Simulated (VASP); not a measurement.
# KF in VASP: settings compared, part 2 of 2

VASP 6.6.1. The steps go on from the part before.

## 4. Single point, PBE (shear xy strain -1.7%)

File INCAR:

```
PREC = Accurate
ENCUT = 520
EDIFF = 1E-7
ISMEAR = -1
SIGMA = 0.02
LREAL = False
LASPH = True
NELM = 60
ALGO = Normal
ISIF = 2
LWAVE = False
LCHARG = False
GGA = PE
NBANDS = 15
```

File KPOINTS:

```
regular mesh
0
Gamma
  8 8 8
```

File POSCAR:

```
KF
1.0
    3.1788706815     -0.0267025137      0.0000000000
   -0.0267025137      3.1788706815      0.0000000000
    0.0000000000      0.0000000000      3.1788706815
K F
1 1
Direct
    0.0000000000      0.0000000000      0.0000000000
    0.5000000000      0.5000000000      0.5000000000
```

Started as:

```bash
cat potpaw_PBE.64/K_sv/POTCAR potpaw_PBE.64/F/POTCAR > POTCAR
mpirun -np 1 vasp_std > vasp.out
```

It took 33 s on 1 thread of Intel Xeon 8259CL, shared host; peak memory 0.17 GiB.

The run converged. Its results:

- Free energy: -8.0679 eV
- Pressure: 3.0 GPa
- Band gap on the k mesh: 6.80 eV (least direct gap 6.83 eV)

Stress tensor (GPa, compression positive):
```
3.01 0.20 0.00
0.20 3.01 0.00
0.00 0.00 3.01
```

Levels at points of the mesh, in eV from the valence-band top:
```
           k point  band 6  band 7  band 8  band 9  band 10  band 11
(0.00, 0.00, 0.00)   -0.04   -0.04   -0.04    6.80     8.38     8.38
(0.50, 0.00, 0.00)   -1.33   -0.19   -0.19    9.44     9.85    11.62
(0.50, 0.50, 0.00)   -0.64   -0.61    0.00    8.67     9.24    12.14
(0.00, 0.00, 0.50)   -1.33   -0.21   -0.16    9.44     9.85    11.62
(0.50, 0.00, 0.50)   -0.63   -0.63    0.00    8.67     9.24    12.17
(0.50, 0.50, 0.50)   -1.17   -1.17   -1.17   10.69    10.78    10.87
```

Caveat: the cell differs from its parent crystal (shear xy strain -1.7%); the cell stands under pressure. A k mesh can miss the band edges.

## 5. Single point, r2SCAN (biaxial xy strain +5.2%)

File POSCAR:

```
KF
1.0
    3.3457613923      0.0000000000      0.0000000000
    0.0000000000      3.3457613923      0.0000000000
    0.0000000000      0.0000000000      3.1788706815
K F
1 1
Direct
    0.0000000000      0.0000000000      0.0000000000
    0.5000000000      0.5000000000      0.5000000000
```

File INCAR.step1:

```
SYSTEM = KF
  PREC = Accurate
  ENCUT = 520
  ISMEAR = 0
  SIGMA = 0.01
  LREAL = .False.
  LASPH = .True.
  NELM = 60
  NBANDS = 15
  GGA = PE
  ALGO = Normal
  EDIFF = 1E-4
  LWAVE = .True.
  LCHARG = .False.
```

File INCAR.step2:

```
SYSTEM = KF
  PREC = Accurate
  ENCUT = 520
  EDIFF = 1E-6
  ISMEAR = 0
  SIGMA = 0.01
  LREAL = .False.
  LASPH = .True.
  NELM = 60
  ALGO = Normal
  ISIF = 2
  LWAVE = .False.
  LCHARG = .False.
  METAGGA = R2SCAN
  LMIXTAU = .True.
  NBANDS = 15
  ISTART = 1
```

File KPOINTS:

```
Automatic mesh
0
Gamma
  8 8 8
  0 0 0
```

Started as:

```bash
cat potpaw_PBE.64/K_sv/POTCAR potpaw_PBE.64/F/POTCAR > POTCAR
cp INCAR.step1 INCAR
mpirun -np 1 vasp_std > vasp.out
cp INCAR.step2 INCAR
mpirun -np 1 vasp_std > vasp.out
```

Wall time 2.3 min (1 thread of Intel Xeon 8259CL, shared host); peak memory 0.18 GiB.

It converged, with:

```yaml
Free_energy: -14.8076 eV
Pressure: -3.4 GPa
Band_gap_on_the_k_mesh: 6.82 eV (least direct gap 6.87 eV)
```

Stress tensor (GPa, compression positive):
```
-4.84  0.00  0.00
 0.00 -4.84  0.00
 0.00  0.00 -0.58
```

Levels at points of the mesh, in eV from the valence-band top:
```
           k point  band 4  band 5  band 6  band 7  band 8  band 9  band 10  band 11  band 12  band 13
(0.00, 0.00, 0.00)  -10.57  -10.45   -0.22   -0.22   -0.05    6.82     8.77     8.91    14.24    14.58
(0.50, 0.00, 0.00)  -10.48  -10.37   -1.25   -0.34   -0.12    9.65     9.86    11.34    13.05    13.34
(0.50, 0.50, 0.00)  -11.21  -10.32   -0.71   -0.71    0.00    9.35     9.41    12.88    12.88    14.57
(0.00, 0.00, 0.50)  -10.44  -10.44   -1.27   -0.30   -0.30    9.98    10.18    11.60    12.69    12.69
(0.50, 0.00, 0.50)  -11.15  -10.38   -0.76   -0.69   -0.16    8.91     9.65    12.13    12.52    14.98
(0.50, 0.50, 0.50)  -10.99  -10.99   -1.10   -1.06   -1.06   10.80    10.80    11.39    15.77    15.77
```

Caveat: the cell differs from its parent crystal (biaxial xy strain +5.2%); the cell stands under tension; the PAW data sets were made with another functional, which shifts forces and pressure a little. A k mesh can miss the band edges.

## 6. Single point, r2SCAN (shear xy strain -1.7%)

File POSCAR:

```
KF
1.0
    3.1788706815     -0.0267025137      0.0000000000
   -0.0267025137      3.1788706815      0.0000000000
    0.0000000000      0.0000000000      3.1788706815
K F
1 1
Direct
    0.0000000000      0.0000000000      0.0000000000
    0.5000000000      0.5000000000      0.5000000000
```

File INCAR.step1:

```
ALGO = Normal
EDIFF = 1E-4
ENCUT = 520
GGA = PE
ISMEAR = 0
LASPH = T
LCHARG = F
LREAL = F
LWAVE = T
NBANDS = 15
NELM = 60
PREC = Accurate
SIGMA = 0.01
```

File INCAR.step2:

```
ALGO = Normal
EDIFF = 1E-6
ENCUT = 520
ISIF = 2
ISMEAR = 0
ISTART = 1
LASPH = T
LCHARG = F
LMIXTAU = T
LREAL = F
LWAVE = F
METAGGA = R2SCAN
NBANDS = 15
NELM = 60
PREC = Accurate
SIGMA = 0.01
```

File KPOINTS:

```
k-points
0
Gamma
  8 8 8
```

Potentials or basis: VASP PAW PBE potentials, release 64 (K_sv, F).

Started as:

```bash
cat potpaw_PBE.64/K_sv/POTCAR potpaw_PBE.64/F/POTCAR > POTCAR
cp INCAR.step1 INCAR
mpirun -np 1 vasp_std > vasp.out
cp INCAR.step2 INCAR
mpirun -np 1 vasp_std > vasp.out
```

It took 2 min on 1 thread of Intel Xeon 8259CL, shared host; peak memory 0.18 GiB.

The run converged. Its results:

```
Free energy            : -14.8593 eV
Pressure               : 0.0 GPa
Band gap on the k mesh : 7.73 eV (least direct gap 7.76 eV)
```

Stress tensor (GPa, compression positive):
```
0.02 0.22 0.00
0.22 0.02 0.00
0.00 0.00 0.03
```

Levels at points of the mesh, in eV from the valence-band top:
```csv
k point,band 4,band 5,band 6,band 7,band 8,band 9,band 10,band 11,band 12,band 13
"(0.00, 0.00, 0.00)",-10.03,-10.02,-0.03,-0.03,-0.03,7.73,9.10,9.10,15.21,15.22
"(0.50, 0.00, 0.00)",-9.89,-9.89,-1.29,-0.18,-0.18,10.18,10.73,12.64,13.72,13.72
"(0.50, 0.50, 0.00)",-10.94,-9.79,-0.64,-0.61,0.00,9.48,10.07,13.03,13.10,16.16
"(0.00, 0.00, 0.50)",-9.89,-9.89,-1.29,-0.20,-0.16,10.18,10.73,12.64,13.66,13.78
"(0.50, 0.00, 0.50)",-10.96,-9.79,-0.62,-0.62,0.00,9.48,10.06,13.06,13.07,16.29
"(0.50, 0.50, 0.50)",-10.71,-10.69,-1.15,-1.15,-1.15,11.54,11.64,11.73,17.04,17.04
```

Caveat: the cell differs from its parent crystal (shear xy strain -1.7%); the PAW data sets were made with another functional, which shifts forces and pressure a little.

## 7. Overview

```csv
level,cell,smearing,gap on the mesh (eV),pressure (GPa)
PBE,"a = 3.179, b = 3.179, c = 3.345 Å, 2 atoms",fermi-dirac 0.02 eV,6.34,0.8
PBE,"a = 3.346, b = 3.346, c = 3.179 Å, 2 atoms",fermi-dirac 0.02 eV,5.94,-0.9
PBE,"a = 3.179 Å, angles 90.0, 90.0, 91.0°, 2 atoms",fermi-dirac 0.02 eV,6.80,3.0
r2SCAN,"a = 3.346, b = 3.346, c = 3.179 Å, 2 atoms",gaussian 0.01 eV,6.82,-3.4
r2SCAN,"a = 3.179 Å, angles 90.0, 90.0, 91.0°, 2 atoms",gaussian 0.01 eV,7.73,0.0
```

Alike in all rows: task single point; potentials or basis VASP PAW PBE potentials, release 64 (K_sv, F); no spin polarisation; k mesh 8 × 8 × 8; cutoff (eV) 520.

Caveats: the PAW data sets were made with another functional, which shifts forces and pressure a little (at least some runs); the cell stands under pressure (at least some runs); the cell stands under tension (at least some runs).

Absolute energies hang on the potentials; compare differences alone.
